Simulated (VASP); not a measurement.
Te2Mo: single point with LDA

The system is Te2Mo, a slab with vacuum.

```
Te Mo
1.0
     3.41782    0.00000    0.00000
    -1.70891    2.95992    0.00000
     0.00000    0.00000   18.92598
Te Mo
2 1
Direct
  0.33333 0.66667 0.89786
  0.33333 0.66667 0.10214
  0.00000 0.00000 0.00000
```

This cell differs from its parent crystal: strain -0.040 along x and y, +0.080 along z.

```yaml
Program: VASP 6.6.1
Task: single point
Functional: LDA
Potentials_or_basis: VASP PAW LDA potentials, release 64 (Te, Mo_sv)
Cutoff: 520 eV
k_mesh: 12 × 12 × 2
Occupations: gaussian, width 0.05 eV
Spin: no spin polarisation
```

The largest force is 1.427 eV/Å and the band gap on the k mesh is 0.82 eV, indirect (least direct gap 1.25 eV).

Forces on the atoms (eV/Å):
```
Te   0.000  0.000  1.427
Te   0.000  0.000 -1.427
Mo   0.000  0.000  0.000
```

Levels at points of the mesh, in eV from the valence-band top:
| k point | band 10 | band 11 | band 12 | band 13 | band 14 | band 15 | band 16 | band 17 |
| --- | --- | --- | --- | --- | --- | --- | --- | --- |
| (0.00, 0.00, 0.00) | -1.33 | -1.14 | -0.60 | -0.60 | 3.27 | 3.27 | 3.43 | 3.43 |
| (0.50, 0.00, 0.00) | -2.19 | -2.10 | -0.97 | 0.00 | 1.58 | 1.63 | 2.91 | 3.36 |
| (0.00, 0.00, 0.50) | -1.33 | -1.14 | -0.60 | -0.60 | 3.27 | 3.27 | 3.43 | 3.43 |
| (0.50, 0.00, 0.50) | -2.19 | -2.10 | -0.97 | 0.00 | 1.58 | 1.63 | 2.91 | 3.36 |

Run time: 120 s on 1 thread of Intel(R) Xeon(R) 6975P-C (Granite Rapids), on a shared host, peak memory 0.34 GiB.

Caveat: the cell differs from its parent crystal (strain -0.040 along x and y, +0.080 along z); spin-orbit coupling is left out, which moves the levels of the heavy elements.
